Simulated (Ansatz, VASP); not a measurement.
# GeMo2: VASP beside Ansatz

The input INCAR:

```
SYSTEM = GeMo2
PREC     = Accurate       ! precision mode
ENCUT    = 520            ! plane-wave cutoff, eV
EDIFF    = 1E-6           ! SCF threshold, eV
ISMEAR   = 0              ! smearing method
SIGMA    = 0.1            ! smearing width, eV
LREAL    = .FALSE.        ! projectors in reciprocal space
LASPH    = .TRUE.         ! aspherical terms in the spheres
NELM     = 80             ! most SCF steps
ALGO     = Normal         ! electronic algorithm
ISIF     = 2              ! what is computed and relaxed
LWAVE    = .FALSE.        ! write WAVECAR
LCHARG   = .FALSE.        ! write CHGCAR
GGA      = PE             ! functional
NBANDS   = 51             ! bands
```

File KPOINTS:

```
regular mesh
0
G
  4 4 4
  0 0 0
```

File POSCAR:

```
GeMo2
1.0
   -3.4148318400      3.4148318400      2.9928580900
    3.4148318400     -3.4148318400      2.9928580900
    3.4148318400      3.4148318400     -2.9928580900
Ge Mo
2 4
Direct
    0.2500000000      0.2500000000      0.0000000000
    0.7500000000      0.7500000000      0.0000000000
    0.6728000000      0.1728000000      0.8456000100
    0.1728000000      0.3272000000      0.5000000000
    0.3272000000      0.8272000000      0.1543999900
    0.8272000000      0.6728000000      0.5000000000
```

Input for Ansatz:

```yaml
crystal:
  lattice:
    - [-3.41483184, 3.41483184, 2.99285809]
    - [3.41483184, -3.41483184, 2.99285809]
    - [3.41483184, 3.41483184, -2.99285809]
  atoms:
    - { symbol: Ge, position: [0.25, 0.25, 0.0] }
    - { symbol: Ge, position: [0.75, 0.75, 0.0] }
    - { symbol: Mo, position: [0.6728, 0.1728, 0.84560001] }
    - { symbol: Mo, position: [0.1728, 0.3272, 0.5] }
    - { symbol: Mo, position: [0.3272, 0.8272, 0.15439999] }
    - { symbol: Mo, position: [0.8272, 0.6728, 0.5] }
basis:
  ecutwfc: 420
kpoints:
  mp_grid: { grid: [4, 4, 4] }
hamiltonian:
  xc: pbe
scf:
  occupations: { method: gaussian, width: 0.1 }
  lower_state_search: "off"
output:
  forces: true
  stress: true
  eigenvalues: true
```

Change from the starting cell: species swapped into the Zr2Fe type (I4/mcm, No. 140).

Alike in both runs: task single point; functional PBE; k mesh 4 × 4 × 4; occupations gaussian, width 0.1 eV; no spin polarisation.

```csv
,VASP,Ansatz
version,VASP 6.6.1,Ansatz 0.2.0
potentials or method,"VASP PAW PBE potentials, release 64 (Ge_d, Mo_sv), cutoff 520 eV","scalar-relativistic, plane waves, PAW"
valence electrons in the cell,84,84
```

```csv
,VASP,Ansatz,Ansatz less VASP
gap on the k mesh at the Fermi level (eV),none,none,-
rms of the force components (eV/Å),0.051,0.051,+0.0009
```

Atom by atom the forces differ by 0.001 eV/Å (rms over components). A gap of «none» marks a metal or a gap that the smearing closes. The functional is the same, so the differences come from potentials, cutoffs and numerics.
